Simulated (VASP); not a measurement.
Here is a VASP 6.6.1 calculation.

File INCAR:

```
SYSTEM = CsCdCl3
  PREC = Accurate
  ENCUT = 520
  EDIFF = 1E-6
  ISMEAR = 0
  SIGMA = 0.05
  LREAL = .FALSE.
  LASPH = .TRUE.
  NELM = 100
  ALGO = Normal
  ISIF = 2
  LWAVE = .FALSE.
  LCHARG = .FALSE.
  NBANDS = 29
```

Contents of KPOINTS:

```
regular mesh
0
G
  6 6 6
  0 0 0
```

POSCAR

```
CsCdCl3
1.0
    5.2000000000      0.0000000000      0.0000000000
    0.0000000000      5.2000000000      0.0000000000
    0.0000000000      0.0000000000      5.2000000000
Cs Cd Cl
1 1 3
Direct
    0.0000000000      0.0000000000      0.0000000000
    0.5000000000      0.5000000000      0.5000000000
   -0.0096153846      0.5000000000      0.5000000000
    0.4903846154      0.0000000000      0.5000000000
    0.4903846154      0.5000000000      0.0000000000
```

Potentials or basis: VASP PAW LDA potentials, release 64 (Cs_sv, Cd, Cl).

Run with:

```bash
$ cat potpaw_LDA.64/Cs_sv/POTCAR potpaw_LDA.64/Cd/POTCAR potpaw_LDA.64/Cl/POTCAR > POTCAR
$ mpirun -np 1 vasp_std > vasp.out
```

Q: Estimate the band gap on the k mesh.

A: 1.54 eV (least direct gap 2.12 eV).

Q: What does it give for the largest force?

A: 0.194 eV/Å.

Stress tensor (GPa, compression positive):
```
-1.58  0.00  0.00
 0.00 -1.69  0.00
 0.00  0.00 -1.69
```

Caveat: the cell differs from its parent crystal (all Cl atoms moved -0.050 Å, as atom 3 along Cartesian [1 0 0]); spin-orbit coupling is left out, which moves the levels of the heavy elements. A k mesh can miss the band edges.
